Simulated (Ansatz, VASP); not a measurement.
# BaTiO3: VASP beside Ansatz

```
CELL_PARAMETERS angstrom
3.98410 0.03984 0.03984
0.05683 2.86551 2.87417
0.00009 -2.80859 2.81743
ATOMIC_POSITIONS crystal
Ba 0.00000 0.00000 0.00000
Ti 0.50000 0.50790 0.50790
O 0.00000 0.49210 0.49210
O 0.50000 0.50251 0.99371
O 0.50000 0.99371 0.50251
```

Change from the starting cell: equal xy, yz and zx shear strains of +2 %, crystal datasets.

Alike in both runs: task electric field gradients; functional PBEsol; k mesh 8 × 8 × 8; occupations fermi-dirac, width 0.05 eV; no spin polarisation.

|  | VASP | Ansatz |
| --- | --- | --- |
| version | VASP 6.6.1 | Ansatz 0.2.0 |
| potentials or method | VASP PAW PBE potentials, release 64 (Ba_sv, Ti_sv, O), cutoff 520 eV | all-electron PAW with datasets made for the crystal, scalar-relativistic |

|  | VASP | Ansatz | Ansatz less VASP |
| --- | --- | --- | --- |
| pressure (GPa) | -2.4 | -4.2 | -1.80 |
| traceless stress, the component that is largest in VASP (GPa) | -2.42 | -2.35 | +0.069 |
| rms of the force components (eV/Å) | 0.099 | 0.104 | +0.0048 |
| size of Vzz on the site where it differs most (V/Å²) | 18.1 | 16.8 | -1.30 |

VASP's potentials were made for PBE, not for PBEsol. Atom by atom the forces differ by 0.009 eV/Å (rms over components). Ansatz ran all-electron here, and VASP with PAW potentials.

Spin-orbit coupling is off throughout.
